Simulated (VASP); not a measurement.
Wanted: the native input for a VASP 6.6.1 run.

```yaml
Task: relaxation of the atoms
Functional: LDA
Potentials_or_basis: VASP PAW LDA potentials, release 64 (Ti_sv, O)
Cutoff: 520 eV
k_mesh: 7 × 7 × 7
Occupations: gaussian, width 0.01 eV
Spin: no spin polarisation
Dipole_correction: no
Further_INCAR_settings: ALGO = Normal; EDIFF = 1e-07; IBRION = 2; EDIFFG = -0.001; NSW = 80
```

The structure of TiO2 lies in POSCAR:

```
TiO2
1.0
   -1.8921000000      1.8921000000      4.7573000000
    1.8921000000     -1.8921000000      4.7573000000
    1.8921000000      1.8921000000     -4.7573000000
Ti O
2 4
Direct
    0.0000000000      0.0000000000      0.0000000000
    0.7500000000      0.2500000000      0.5000000000
    0.2081000000      0.2081000000      0.0000000000
    0.9581000000      0.4581000000      0.5000000000
    0.5419000000      0.0419000000      0.5000000000
    0.7919000000      0.7919000000      0.0000000000
```

One way to write it, as run:

INCAR

```
  PREC = Accurate
  ENCUT = 520
  EDIFF = 1E-7
  ISMEAR = 0
  SIGMA = 0.01
  LREAL = F
  LASPH = T
  NELM = 120
  ALGO = Normal
  ISIF = 2
  LWAVE = F
  LCHARG = F
  GGA = CA
  IBRION = 2
  NSW = 80
  EDIFFG = -0.001
  GGA_COMPAT = F
  NELMIN = 4
```

KPOINTS

```
Automatic mesh
0
Gamma
  7 7 7
```

Potentials or basis: VASP PAW LDA potentials, release 64 (Ti_sv, O).

Run with:

```console
$ cat potpaw_LDA.64/Ti_sv/POTCAR potpaw_LDA.64/O/POTCAR > POTCAR
$ mpirun -np 1 vasp_std > vasp.out
```

It gave:

| Quantity | Value |
| --- | --- |
| Energy gained by relaxing | 0.2 meV/atom |
| Ionic steps | 3 |
| Pressure after relaxing | -5.2 GPa |
| Band gap on the k mesh | 2.01 eV (least direct gap 2.34 eV) |

Wall time 5 min on 1 thread of Intel Xeon 8259CL, on a shared host, peak memory 0.25 GiB.
